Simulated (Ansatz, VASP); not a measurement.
## Two plane-wave programs on GaB2As3

```
Ga B As
1.0
     4.29801    0.00000    0.00000
    -2.14901    3.72219    0.00000
     0.00000    0.00000    6.25832
Ga B As
1 2 3
Direct
  0.00000 0.00000 0.00000
  0.66667 0.33333 0.36582
  0.33333 0.66667 0.63418
  0.00000 0.00000 0.50000
  0.66667 0.33333 0.71171
  0.33333 0.66667 0.28829
```

Change from the starting cell: species swapped into the Li3GdBi2 type (P-3m1, No. 164).

Alike in both runs: functional PBE; k mesh 12 × 12 × 6; occupations gaussian, width 0.1 eV; no spin polarisation.

Ansatz relaxed the structure, and its values are those at the end. VASP's run is a single point on that final structure, the one shown.

|  | VASP | Ansatz |
| --- | --- | --- |
| version | VASP 6.6.1 | Ansatz 0.2.0 |
| potentials or method | VASP PAW PBE potentials, release 64 (Ga_d, B, As), cutoff 520 eV | scalar-relativistic, plane waves, PAW |
| valence electrons in the cell | 34 | 64 |

```csv
,VASP,Ansatz,Ansatz less VASP
gap on the k mesh at the Fermi level (eV),none,none,-
pressure (GPa),0.2,0.0,-0.19
rms of the force components (eV/Å),0.018,0.002,-0.0151
```

A gap of «none» marks a metal or a gap that the smearing closes. The functional is the same, so the differences come from potentials, cutoffs and numerics. VASP's potentials hold 34 valence electrons a cell and Ansatz's 64, so a difference there can come from the potentials and not from the codes.
